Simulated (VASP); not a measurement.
# C: single point with PBEsol+D3(BJ)

The system is C.

```
C
1.0
     0.00000    2.17149    3.19253
     1.25454    0.00000    3.19253
     1.25454    2.17149    0.00000
C
2
Direct
  0.16671 0.83329 0.16671
  0.83329 0.16671 0.83329
```

```yaml
Program: VASP 6.6.1
Task: single point
Functional: PBEsol
Dispersion: D3(BJ)
Potentials_or_basis: VASP PAW PBE potentials, release 64 (C)
Cutoff: 520 eV
k_mesh: 18 × 18 × 18
Occupations: gaussian, width 0.03 eV
Spin: no spin polarisation
Dipole_correction: no
Further_INCAR_settings: ALGO = Normal; EDIFF = 1e-06; NBANDS = 11
```

```yaml
Pressure: -15.8 GPa
Largest_force: 0.005 eV/Å
Band_gap_on_the_k_mesh: 0.03 eV, indirect (least direct gap 0.21 eV)
Dispersion_energy_per_atom: -0.114 eV
```

Forces on the atoms (eV/Å):
```
C    0.000 -0.005  0.000
C    0.000  0.005  0.000
```

Stress tensor (GPa, compression positive):
```
-24.41   0.00   0.00
  0.00 -24.79   0.00
  0.00   0.00   1.91
```

Levels at points of the mesh, in eV from the valence-band top:
| k point | band 1 | band 2 | band 3 | band 4 | band 5 | band 6 | band 7 | band 8 |
| --- | --- | --- | --- | --- | --- | --- | --- | --- |
| (0.00, 0.00, 0.00) | -19.28 | -5.88 | -3.00 | -2.96 | 4.70 | 7.95 | 8.07 | 10.75 |
| (0.50, 0.00, 0.00) | -14.01 | -12.90 | -6.22 | -2.28 | 1.56 | 6.86 | 12.48 | 14.01 |
| (0.50, 0.50, 0.00) | -18.83 | -8.50 | -3.03 | -2.97 | 7.90 | 8.01 | 10.97 | 11.40 |
| (0.50, 0.00, 0.50) | -14.18 | -13.03 | -6.19 | -1.20 | 2.63 | 7.15 | 11.22 | 11.38 |
| (0.00, 0.50, 0.50) | -13.82 | -12.75 | -6.29 | -3.20 | 0.69 | 6.56 | 13.72 | 18.36 |

Run time: 78 s on 1 thread of Intel(R) Xeon(R) 6975P-C (Granite Rapids) (shared host), peak memory 0.26 GiB.

Caveat: the PAW data sets were made with another functional, which shifts forces and pressure a little. A k mesh can miss the band edges.
